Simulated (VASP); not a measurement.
CuP:

```
Cu P
1.0
     2.70039    0.00000    0.00000
     0.00000    2.70039    0.00000
     0.00000    0.00000    3.66863
Cu P
1 1
Direct
  0.50000 0.50000 0.50000
  0.00000 0.00000 0.00000
```

* Program: VASP 6.6.1
* Task: relaxation of cell and atoms
* Functional: PBE
* Potentials or basis: VASP PAW PBE potentials, release 64 (Cu, P)
* Cutoff: 600 eV
* k mesh: 20 × 20 × 16
* Occupations: gaussian, width 0.1 eV
* Spin: no spin polarisation

At the start: pressure 0.8 GPa; volume 13.38 Å³/atom.

Where does the relaxation end?

Over 5 steps the energy falls by 3.4 meV/atom and the volume is 13.51 Å³/atom (+1.0 %); space group P4/mmm (No. 123, to 0.1 Å) before and after.

Step by step:
```tsv
step	energy change (eV)	largest force (eV/Å)	pressure (GPa)	volume (Å³)
1	0.0000	0.0000	0.83	26.75
2	-0.0030	0.0000	-0.18	27.02
3	-0.0037	0.0000	-0.99	27.23
4	-0.0058	0.0000	-0.64	27.13
5	-0.0069	0.0000	-0.01	27.01
```

Final structure:
```
Cu P
1.0
     2.74814    0.00000    0.00000
     0.00000    2.74814    0.00000
     0.00000    0.00000    3.57697
Cu P
1 1
Cartesian
  1.3741 1.3741 1.7885
  0.0000 0.0000 0.0000
```
